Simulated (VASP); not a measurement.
Set up this calculation in VASP 6.6.1, as the native input.

```yaml
Task: single point
Functional: HSE06
Potentials_or_basis: VASP PAW PBE potentials, release 64 (Tl_d, Br)
Cutoff: 400 eV
k_mesh: 4 × 4 × 4
Occupations: gaussian, width 0.01 eV
Spin: no spin polarisation
Dipole_correction: no
Grid_for_exact_exchange_PRECFOCK: Normal
Further_INCAR_settings: ALGO = Normal; EDIFF = 1e-06; NBANDS = 17
Share_of_exact_exchange: 0.25
Screening_parameter: 0.2079 1/Å
```

The system is TlBr.

```
Tl Br
1.0
     3.99491    0.00000    0.00000
     0.00000    3.99491    0.00000
     0.00000    0.00000    3.99491
Tl Br
1 1
Cartesian
  0.0000 0.0000 0.0000
  1.9975 1.9975 1.9975
```

These files were run (other wordings do the same):

POSCAR

```
TlBr
1.0
    3.9949064284      0.0000000000      0.0000000000
    0.0000000000      3.9949064284      0.0000000000
    0.0000000000      0.0000000000      3.9949064284
Tl Br
1 1
Direct
    0.0000000000      0.0000000000      0.0000000000
    0.5000000000      0.5000000000      0.5000000000
```

INCAR.step1

```
SYSTEM = TlBr
ALGO = Normal
EDIFF = 1E-5
ENCUT = 400
GGA = PE
GGA_COMPAT = .False.
ISIF = 2
ISMEAR = 0
LASPH = .True.
LCHARG = .False.
LREAL = .False.
LWAVE = .True.
NBANDS = 17
NELM = 120
PREC = Accurate
SIGMA = 0.01
```

INCAR.step2

```
SYSTEM = TlBr
ALGO = Normal
EDIFF = 1E-6
ENCUT = 400
GGA = PE
GGA_COMPAT = .False.
HFSCREEN = 0.2079
ISIF = 2
ISMEAR = 0
ISTART = 1
LASPH = .True.
LCHARG = .False.
LHFCALC = .True.
LREAL = .False.
LWAVE = .False.
NBANDS = 17
NELM = 120
PREC = Accurate
PRECFOCK = Normal
SIGMA = 0.01
```

KPOINTS

```
k-points
0
Gamma
  4 4 4
  0 0 0
```

Potentials or basis: VASP PAW PBE potentials, release 64 (Tl_d, Br).

Launch:

```sh
$ cat potpaw_PBE.64/Tl_d/POTCAR potpaw_PBE.64/Br/POTCAR > POTCAR
$ cp INCAR.step1 INCAR
$ mpirun -np 1 vasp_std > vasp.out
$ cp INCAR.step2 INCAR
$ mpirun -np 1 vasp_std > vasp.out
```

It gave:

| Item | Value |
| --- | --- |
| Pressure | 0.6 GPa |
| Band gap on the k mesh | 2.59 eV |

Caveat: the PAW data sets were made with another functional, which shifts forces and pressure a little; spin-orbit coupling is left out, which moves the levels of the heavy elements.

It took 9.9 min on 1 thread of Intel Xeon 8259CL, with other jobs on the host, peak memory 0.26 GiB.
